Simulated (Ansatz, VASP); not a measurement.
## One calculation of SnO2, two programs

```
CELL_PARAMETERS angstrom
-2.01638 2.01638 5.47347
2.01638 -2.01638 5.47347
2.01638 2.01638 -5.47347
ATOMIC_POSITIONS crystal
Sn 0.75000 0.25000 0.50000
Sn 0.00000 0.00000 0.00000
O 0.80345 0.80345 0.00000
O 0.94655 0.44655 0.50000
O 0.19655 0.19655 0.00000
O 0.55345 0.05345 0.50000
```

Alike in both runs: functional PBEsol; k mesh 10 × 10 × 10; occupations gaussian, width 0.05 eV; no spin polarisation.

Ansatz relaxed the structure, and its values are those at the end. VASP's run is a single point on that final structure, the one shown.

```csv
,VASP,Ansatz
version,VASP 6.6.1,Ansatz 0.2.0
potentials or method,"VASP PAW PBE potentials, release 64 (Sn_d, O), cutoff 520 eV","scalar-relativistic, plane waves, PAW"
valence electrons in the cell,52,52
```

|  | VASP | Ansatz | Ansatz less VASP |
| --- | --- | --- | --- |
| gap on the k mesh at the Fermi level (eV) | 0.75 | 0.76 | +0.008 |
| least direct gap on the mesh (eV) | 0.95 | 0.96 | +0.007 |
| pressure (GPa) | -9.4 | -9.9 | -0.46 |
| rms of the force components (eV/Å) | 0.008 | 0.000 | -0.0078 |

VASP's potentials were made for PBE, not for PBEsol, and Ansatz warns of the same on its side. The functional is the same, so the differences come from potentials, cutoffs and numerics. Ansatz's warnings: stress scf threshold loose.
